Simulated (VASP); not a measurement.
Crystal: Mg5O.

```
CELL_PARAMETERS angstrom
-1.55000 1.55000 10.30000
1.55000 -1.55000 10.30000
1.55000 1.55000 -10.30000
ATOMIC_POSITIONS crystal
Mg 0.39800 0.39800 0.00000
Mg 0.60200 0.60200 0.00000
Mg 0.00000 0.00000 0.00000
Mg 0.20100 0.20100 0.00000
Mg 0.79900 0.79900 0.00000
O 0.50000 0.50000 0.00000
```

```yaml
Program: VASP 6.6.1
Task: relaxation of cell and atoms
Functional: PBE
Potentials_or_basis: VASP PAW PBE potentials, release 64 (Mg, O)
Cutoff: 600 eV
k_mesh: 7 × 7 × 7
Occupations: gaussian, width 0.2 eV
Spin: no spin polarisation
```

At the start: pressure 6.0 GPa; volume 16.50 Å³/atom.

Problem. Where does the relaxation end?

Solution. Over 7 steps the energy falls by 42.6 meV/atom and the volume is 18.10 Å³/atom (+9.7 %); space group I4/mmm (No. 139, to 0.05 Å).

The path:
| step | energy change (eV) | largest force (eV/Å) | pressure (GPa) | volume (Å³) |
| --- | --- | --- | --- | --- |
| 1 | 0.0000 | 0.2105 | 5.97 | 98.98 |
| 2 | -0.1840 | 0.1267 | 0.19 | 108.04 |
| 3 | -0.1852 | 0.1469 | -0.28 | 109.01 |
| 4 | -0.2014 | 0.1413 | -0.25 | 108.98 |
| 5 | -0.2412 | 0.1065 | -0.05 | 108.81 |
| 6 | -0.2276 | 0.0917 | 0.80 | 108.17 |
| 7 | -0.2557 | 0.0443 | 0.20 | 108.62 |

Final structure:
```yaml
crystal:
  lattice:
    - [-1.54705, 1.54705, 11.34577]
    - [1.54705, -1.54705, 11.34577]
    - [1.54705, 1.54705, -11.34577]
  atoms:
    - { symbol: Mg, position: [0.39950, 0.39950, 0.00000] }
    - { symbol: Mg, position: [0.60050, 0.60050, 0.00000] }
    - { symbol: Mg, position: [0.00000, 0.00000, 0.00000] }
    - { symbol: Mg, position: [0.19857, 0.19857, 0.00000] }
    - { symbol: Mg, position: [0.80143, 0.80143, 0.00000] }
    - { symbol: O, position: [0.50000, 0.50000, 0.00000] }
```

Caveat: the k points lie up to 0.41 Å⁻¹ apart in the final cell; the relaxation stopped at a loose force limit of 0.08 eV/Å, so its end isn't a converged minimum.
